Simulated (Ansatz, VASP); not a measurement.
CdS: VASP beside Ansatz

Contents of INCAR:

```
PREC = Accurate
ENCUT = 520
EDIFF = 1E-6
ISMEAR = -1
SIGMA = 0.01
LREAL = F
LASPH = T
NELM = 100
ALGO = Normal
ISIF = 2
LWAVE = F
LCHARG = T
GGA = PS
LELF = T
LVHAR = T
NBANDS = 26
```

The input KPOINTS:

```
regular mesh
0
Gamma
  7 7 4
```

Contents of POSCAR:

```
CdS
1.0
    4.0789166881      0.0000000000      0.0000000000
   -2.0394583441      3.5324454719      0.0000000000
    0.0000000000      0.0000000000      6.6577861159
Cd S
2 2
Direct
    0.3333333333      0.6666666667      0.0000000000
    0.6666666667      0.3333333333      0.5000000000
    0.3333333333      0.6666666667      0.3850000000
    0.6666666667      0.3333333333      0.8850000000
```

Input for Ansatz:

```yaml
crystal:
  lattice:
    - [4.0789166881, 0.0, 0.0]
    - [-2.0394583441, 3.5324454719, 0.0]
    - [0.0, 0.0, 6.6577861159]
  atoms:
    - { symbol: Cd, position: [0.3333333333, 0.6666666667, 0.0] }
    - { symbol: Cd, position: [0.6666666667, 0.3333333333, 0.5] }
    - { symbol: S, position: [0.3333333333, 0.6666666667, 0.385] }
    - { symbol: S, position: [0.6666666667, 0.3333333333, 0.885] }
kpoints:
  mp_grid: { grid: [7, 7, 4] }
  band_path:
    path:
      - [0.0, 0.0, 0.0]
      - [0.5, 0.0, 0.0]
      - [0.3333333333, 0.3333333333, 0.0]
      - [0.0, 0.0, 0.0]
      - [0.0, 0.0, 0.5]
      - [0.5, 0.0, 0.5]
      - [0.3333333333, 0.3333333333, 0.5]
      - [0.0, 0.0, 0.5]
      - [0.5, 0.0, 0.5]
    npoints: 5
scf:
  occupations: { method: fermi_dirac, width: 0.01 }
hamiltonian:
  xc: pbesol
  pseudopotentials: { kind: all_electron, lapw: { basis_error: 0.001 } }
output:
  forces: true
  stress: true
  eigenvalues: true
```

Change from the starting cell: volume scaled by 0.96.

Alike in both runs: task single point; functional PBEsol; k mesh 7 × 7 × 4; occupations fermi-dirac, width 0.01 eV; no spin polarisation.

```csv
,VASP,Ansatz
version,VASP 6.6.1,Ansatz 0.2.0
potentials or method,"VASP PAW PBE potentials, release 64 (Cd, S), cutoff 520 eV","all-electron LAPW, scalar-relativistic"
```

|  | VASP | Ansatz | Ansatz less VASP |
| --- | --- | --- | --- |
| gap on the k mesh at the Fermi level (eV) | 1.18 | 1.17 | -0.006 |
| pressure (GPa) | 2.5 | 2.1 | -0.43 |
| traceless stress, the component that is largest in VASP (GPa) | -1.82 | -1.76 | +0.063 |
| rms of the force components (eV/Å) | 0.173 | 0.167 | -0.0057 |

VASP's potentials were made for PBE, not for PBEsol. Atom by atom the forces differ by 0.006 eV/Å (rms over components). Ansatz ran all-electron here, and VASP with PAW potentials.
